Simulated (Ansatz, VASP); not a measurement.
**Two plane-wave programs on MgGeSb2**

```
CELL_PARAMETERS angstrom
4.40241 0.00000 0.00000
0.00000 4.40241 0.00000
0.00000 0.00000 6.49518
ATOMIC_POSITIONS crystal
Mg 0.00000 0.00000 0.00000
Sb 0.00000 0.50000 0.26075
Sb 0.50000 0.00000 0.73925
Ge 0.50000 0.50000 0.50000
```

Alike in both runs: task single point; functional PBE; k mesh 6 × 6 × 4; occupations fermi-dirac, width 0.02 eV; no spin polarisation.

|  | VASP | Ansatz |
| --- | --- | --- |
| version | VASP 6.6.1 | Ansatz 0.2.0 |
| potentials or method | VASP PAW PBE potentials, release 64 (Mg, Sb, Ge_d) | plane waves, PAW |
| plane-wave cutoff (eV) | 520 | 420 |
| valence electrons in the cell | 26 | 54 |

```csv
,VASP,Ansatz,Ansatz less VASP
pressure (GPa),1.4,1.3,-0.06
rms of the force components (eV/Å),0.048,0.043,-0.0053
```

The functional is the same, so the differences come from potentials, cutoffs and numerics. VASP's potentials hold 26 valence electrons a cell and Ansatz's 54, so a difference there can come from the potentials and not from the codes.

Neither program's run includes spin-orbit coupling.
